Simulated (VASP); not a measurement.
Set up this calculation in VASP 6.6.1, as the native input.

```
Task                   : single point
Functional             : BLYP
Potentials or basis    : VASP PAW PBE potentials, release 64 (Ag)
Cutoff                 : 520 eV
k mesh                 : 13 × 13 × 13
Occupations            : fermi-dirac, width 0.1 eV
Spin                   : no spin polarisation
Dipole correction      : no
Further INCAR settings : ALGO = Normal; EDIFF = 1e-06; NBANDS = 12
```

The structure of Ag lies in POSCAR:

```
Ag
1.0
    2.8942785753      0.0000000000      0.0000000000
    0.0000000000      2.8942785753      0.0000000000
    0.0000000000      0.0000000000      2.8942785753
Ag
1
Direct
    0.0000000000      0.0000000000      0.0000000000
```

This cell differs from its parent crystal: volume scaled by 1.08.

The input as run:

INCAR

```
SYSTEM = Ag
  PREC = Accurate
  ENCUT = 520
  EDIFF = 1E-6
  ISMEAR = -1
  SIGMA = 0.1
  LREAL = .FALSE.
  LASPH = .TRUE.
  NELM = 60
  ALGO = Normal
  ISIF = 2
  LWAVE = .FALSE.
  LCHARG = .FALSE.
  GGA = B5
  ALDAX = 1.0
  AGGAX = 1.0
  AGGAC = 1.0
  ALDAC = 0.0
  NBANDS = 12
```

KPOINTS

```
regular mesh
0
G
  13 13 13
  0 0 0
```

Potentials or basis: VASP PAW PBE potentials, release 64 (Ag).

The run is started by

```bash
$ cat potpaw_PBE.64/Ag/POTCAR > POTCAR
$ mpirun -np 1 vasp_std > vasp.out
```

Results of the run:

```
Pressure : -3.2 GPa
```

Caveat: the PAW data sets were made with another functional, which shifts forces and pressure a little.

Run time: 11 s on 1 thread of Intel(R) Xeon(R) 6975P-C (Granite Rapids), on a shared host, peak memory 0.14 GiB.
